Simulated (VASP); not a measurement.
A run of VASP 6.6.1:

INCAR

```
ALGO = Fast ; EDIFF = 1E-6
ENCUT = 520 ; GGA = PE
ISIF = 2 ; ISMEAR = 0
LASPH = T ; LCHARG = T
LELF = T ; LREAL = F
LVHAR = T ; LWAVE = F
NBANDS = 12 ; NELM = 80
PREC = Accurate ; SIGMA = 0.15
```

The input KPOINTS:

```
k-points
0
Gamma
  20 20 20
```

POSCAR

```
Au
1.0
    0.0000000000      2.0761825000      2.1068650000
    2.0761825000      0.0000000000      2.1068650000
    2.0761825000      2.0761825000      0.0000000000
Au
1
Direct
    0.0000000000      0.0000000000      0.0000000000
```

Potentials or basis: VASP PAW PBE potentials, release 64 (Au).

Launch:

```bash
$ cat potpaw_PBE.64/Au/POTCAR > POTCAR
$ mpirun -np 1 vasp_std > vasp.out
```

Hardware: 1 thread of Intel Xeon 8259CL (shared host).

Estimate the wall time of this run.

Run time: 2.8 min on 1 thread of Intel Xeon 8259CL, on a shared host, peak memory 0.26 GiB. Counts: scf iterations 12, k points 641.
